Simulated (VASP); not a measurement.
Write the native input for VASP 6.6.1 that does the following.

| Item | Value |
| --- | --- |
| Task | single point |
| Functional | PBE |
| Potentials or basis | VASP PAW PBE potentials, release 64 (Na_pv, Cd, Cl) |
| Cutoff | 520 eV |
| k mesh | 6 × 6 × 6 |
| Occupations | fermi-dirac, width 0.02 eV |
| Spin | no spin polarisation |
| Dipole correction | no |
| Further INCAR settings | ALGO = Normal; EDIFF = 1e-06; NBANDS = 28 |

The structure of NaCdCl3 lies in POSCAR:

```
NaCdCl3
1.0
    5.1673050428      0.1033461009      0.0000000000
    0.1033461009      5.1673050428      0.0000000000
    0.0000000000      0.0000000000      5.1673050428
Na Cd Cl
1 1 3
Direct
    0.0000000000      0.0000000000      0.0000000000
    0.5000000000      0.5000000000      0.5000000000
    0.5000000000      0.5000000000      0.0000000000
    0.5000000000      0.0000000000      0.5000000000
    0.0000000000      0.5000000000      0.5000000000
```

This cell differs from its parent crystal: shear xy strain +4.0%.

The input as run:

INCAR

```
  PREC = Accurate
  ENCUT = 520
  EDIFF = 1E-6
  ISMEAR = -1
  SIGMA = 0.02
  LREAL = F
  LASPH = T
  NELM = 100
  ALGO = Normal
  ISIF = 2
  LWAVE = F
  LCHARG = F
  GGA = PE
  NBANDS = 28
```

KPOINTS

```
Automatic mesh
0
Gamma
  6 6 6
```

Potentials or basis: VASP PAW PBE potentials, release 64 (Na_pv, Cd, Cl).

Run with:

```console
$ cat potpaw_PBE.64/Na_pv/POTCAR potpaw_PBE.64/Cd/POTCAR potpaw_PBE.64/Cl/POTCAR > POTCAR
$ mpirun -np 1 vasp_std > vasp.out
```

Results of the run:

```json
{
  "Pressure": "1.1 GPa",
  "Band gap on the k mesh": "1.86 eV (least direct gap 2.58 eV)"
}
```

Caveat: the cell differs from its parent crystal (shear xy strain +4.0%).

Run time: 77 s on 1 thread of AMD EPYC 9R45 96-Core Processor (Zen 5) (shared host), peak memory 0.32 GiB.
